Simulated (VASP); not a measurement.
Crystal: CoCl.

```
Co Cl
1.0
     3.32899    0.00000    0.00000
     0.00000    3.32899    0.00000
     0.00000    0.00000    3.32899
Co Cl
1 1
Direct
  0.00000 0.00000 0.00000
  0.50000 0.50000 0.50000
```

| Property | Result |
| --- | --- |
| Program | VASP 6.6.1 |
| Task | relaxation of cell and atoms |
| Functional | PBE |
| Potentials or basis | VASP PAW PBE potentials, release 64 (Co, Cl) |
| Cutoff | 600 eV |
| k mesh | 6 × 6 × 6 |
| Occupations | gaussian, width 0.1 eV |
| Spin | collinear spin, ferromagnetic start |
| Starting moments | [2.21, 0.0] μB |

At the start: pressure -8.0 GPa; volume 18.45 Å³/atom.

**Question.** How do energy, volume and symmetry change on relaxing?

**Answer.** Over 4 steps the energy falls by 129.2 meV/atom and the volume is 14.59 Å³/atom (-20.9 %); space group Pm-3m (No. 221, to 0.05 Å); moment 2.01 μB per cell.

Step by step:
```
step  energy change (eV)  largest force (eV/Å)  pressure (GPa)  volume (Å³)
   1              0.0000                0.0000           -7.98        36.89
   2             -0.1965                0.0000           -5.16        32.20
   3             -0.2569                0.0000            1.20        28.59
   4             -0.2584                0.0000           -0.38        29.19
```

Final structure:
```
Co Cl
1.0
     3.07888    0.00000    0.00000
     0.00000    3.07888    0.00000
     0.00000    0.00000    3.07888
Co Cl
1 1
Direct
  0.00000 0.00000 0.00000
  0.50000 0.50000 0.50000
```

Caveat: the volume moved by over 15 % at a fixed basis, so the end points are rough; a cell with one magnetic atom can't hold antiferromagnetic order, which such compounds often take.
